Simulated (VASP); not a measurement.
Here is a VASP 6.6.1 calculation.

INCAR

```
SYSTEM = P
PREC = Accurate
ENCUT = 520
EDIFF = 1E-7
ISMEAR = -1
SIGMA = 0.05
LREAL = .False.
LASPH = .True.
NELM = 80
ALGO = Normal
ISIF = 2
LWAVE = .False.
LCHARG = .False.
GGA = PS
NBANDS = 12
```

KPOINTS

```
regular mesh
0
Gamma
  9 9 9
  0 0 0
```

The input POSCAR:

```
P
1.0
    1.6772124403      0.9683390539      2.7380666095
   -1.6772124403      0.9683390539      2.7380666095
    0.0000000000     -1.9366781077      2.7380666095
P
2
Direct
    0.7570292896      0.7570292896      0.7570292896
    0.2429707104      0.2429707104      0.2429707104
```

Potentials or basis: VASP PAW PBE potentials, release 64 (P).

Run with:

```sh
$ cat potpaw_PBE.64/P/POTCAR > POTCAR
$ mpirun -np 1 vasp_std > vasp.out
```

Q: Estimate the largest force.

A: 0.019 eV/Å.

Q: Predict the band gap on the k mesh.

A: Zero (bands 5 and 6 overlap by 2.42 eV).

Q: What does it give for the pressure?

A: 10.1 GPa.

Forces on the atoms (eV/Å):
```
P    0.000  0.000  0.019
P    0.000  0.000 -0.019
```

Caveat: the cell stands under pressure; the PAW data sets were made with another functional, which shifts forces and pressure a little.
